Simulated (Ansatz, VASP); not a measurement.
# One calculation of FeCo4, two programs

```
Fe Co
1.0
    -2.79797    2.79797    1.77300
     2.79797   -2.79797    1.77300
     2.79797    2.79797   -1.77300
Fe Co
1 4
Direct
  0.00000 0.00000 0.00000
  0.19778 0.40324 0.60102
  0.80222 0.59676 0.39898
  0.40324 0.80222 0.20546
  0.59676 0.19778 0.79454
```

Alike in both runs: functional PBE; k mesh 12 × 12 × 12; occupations gaussian, width 0.1 eV; collinear spin.

Ansatz relaxed the structure, and its values are those at the end. VASP's run is a single point on that final structure, the one shown.

|  | VASP | Ansatz |
| --- | --- | --- |
| version | VASP 6.6.1 | Ansatz 0.2.0 |
| potentials or method | VASP PAW PBE potentials, release 64 (Fe, Co), cutoff 520 eV | scalar-relativistic, plane waves, PAW |
| valence electrons in the cell | 44 | 84 |

|  | VASP | Ansatz | Ansatz less VASP |
| --- | --- | --- | --- |
| gap on the k mesh at the Fermi level (eV) | none | none | - |
| pressure (GPa) | -0.6 | 0.0 | +0.59 |
| rms of the force components (eV/Å) | 0.005 | 0.001 | -0.0049 |
| net moment per atom (μB) | 1.83 | 1.83 | +0.007 |
| size of the moment on the site where the two differ most (μB) | 1.65 | 1.72 | +0.064 |

Site moments also hang on the region over which each program counts them. A gap of «none» marks a metal or a gap that the smearing closes. VASP's potentials hold 44 valence electrons a cell and Ansatz's 84, so a difference there can come from the potentials and not from the codes.
